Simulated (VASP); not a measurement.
Wanted: the native input for a VASP 6.6.1 run.

* Task: single point
* Functional: PBEsol
* Potentials or basis: VASP PAW PBE potentials, release 64 (Ga_d, As)
* Cutoff: 520 eV
* k mesh: 10 × 10 × 6
* Occupations: gaussian, width 0.01 eV
* Spin: no spin polarisation
* Dipole correction: no
* Further INCAR settings: ALGO = Normal; EDIFF = 1e-07; NBANDS = 26

The structure of GaAs lies in POSCAR:

```
GaAs
1.0
    2.8289764104      2.8289764104      0.0000000000
   -2.8289764104      2.8289764104      0.0000000000
    0.0000000000      0.0000000000      5.5447937645
Ga As
2 2
Direct
    0.0000000000      0.0000000000      0.0000000000
    0.5000000000      0.5000000000      0.5000000000
    0.5000000000      0.0000000000      0.7500000000
    0.0000000000      0.5000000000      0.2500000000
```

This cell differs from its parent crystal: strain along c alone, the other axes held: -2.0 %.

The input as run:

INCAR

```
PREC     = Accurate       # precision mode
ENCUT    = 520            # plane-wave cutoff, eV
EDIFF    = 1E-7           # SCF threshold, eV
ISMEAR   = 0              # smearing method
SIGMA    = 0.01           # smearing width, eV
LREAL    = False          # projectors in reciprocal space
LASPH    = True           # aspherical terms in the spheres
NELM     = 80             # most SCF steps
ALGO     = Normal         # electronic algorithm
ISIF     = 2              # what is computed and relaxed
LWAVE    = False          # write WAVECAR
LCHARG   = False          # write CHGCAR
GGA      = PS             # functional
NBANDS   = 26             # bands
```

KPOINTS

```
Automatic mesh
0
Gamma
  10 10 6
```

Potentials or basis: VASP PAW PBE potentials, release 64 (Ga_d, As).

Run with:

```console
$ cat potpaw_PBE.64/Ga_d/POTCAR potpaw_PBE.64/As/POTCAR > POTCAR
$ mpirun -np 1 vasp_std > vasp.out
```

It gave:

```json
{
 "Pressure": "1.7 GPa",
 "Band gap on the k mesh": "0.51 eV"
}
```

Caveat: the cell differs from its parent crystal (strain along c alone, the other axes held: -2.0 %); semilocal functionals underestimate gaps, and a narrow one can read as zero; the PAW data sets were made with another functional, which shifts forces and pressure a little.

It took 5.2 min on 1 thread of AMD EPYC 7R13, with other jobs on the host, peak memory 0.27 GiB.
